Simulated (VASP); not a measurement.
Input of a VASP 6.6.1 run:

Contents of INCAR:

```
  ALGO = Normal
  EDIFF = 1E-7
  ENCUT = 520
  GGA = RP
  ISIF = 2
  ISMEAR = -1
  IVDW = 13
  LASPH = T
  LCHARG = F
  LREAL = F
  LWAVE = F
  NBANDS = 17
  NELM = 100
  PREC = Accurate
  SIGMA = 0.05
```

The input KPOINTS:

```
k-points
0
Gamma
  10 10 5
```

The input POSCAR:

```
Hf
1.0
    3.2109261046      0.0000000000      0.0000000000
   -1.6054630523      2.7807435763      0.0000000000
    0.0000000000      0.0000000000      5.0665623450
Hf
2
Direct
    0.6666666667      0.3333333333      0.7500000000
    0.3333333333      0.6666666667      0.2500000000
```

Potentials or basis: VASP PAW PBE potentials, release 64 (Hf_pv).

Command:

```console
$ cat potpaw_PBE.64/Hf_pv/POTCAR > POTCAR
$ mpirun -np 1 vasp_std > vasp.out
```

Question: Estimate the dispersion energy per atom.

Answer: -0.324 eV.

Question: What does it give for the band gap on the k mesh?

Answer: Zero (band 10 reaches 6.14 eV, above the bottom of band 11 at 4.63 eV).

Stress tensor (GPa, compression positive):
```
-0.48  0.00  0.00
 0.00 -0.48  0.00
 0.00  0.00 -0.61
```

Caveat: the PAW data sets were made with another functional, which shifts forces and pressure a little; spin-orbit coupling is left out, which moves the levels of the heavy elements; pairwise dispersion overbinds metals, which lowers pressure and volume.
